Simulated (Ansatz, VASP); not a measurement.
## Si: VASP beside Ansatz

```
Si
1.0
    -1.55315    1.55315    1.55315
     1.55315   -1.55315    1.55315
     1.55315    1.55315   -1.55315
Si
1
Cartesian
  0.0000 0.0000 0.0000
```

Alike in both runs: task single point; functional r2SCAN; k mesh 8 × 8 × 8; occupations fermi-dirac, width 0.01 eV; no spin polarisation.

```csv
,VASP,Ansatz
version,VASP 6.6.1,Ansatz 0.2.0
potentials or method,"VASP PAW PBE potentials, release 64 (Si), cutoff 550 eV",PAW plane waves
valence electrons in the cell,4,4
```

```csv
,VASP,Ansatz,Ansatz less VASP
gap on the k mesh at the Fermi level (eV),none,none,-
pressure (GPa),-5.4,-5.4,-0.06
```

VASP's potentials were made for PBE, not for r2SCAN. A gap of «none» marks a metal or a gap that the smearing closes.
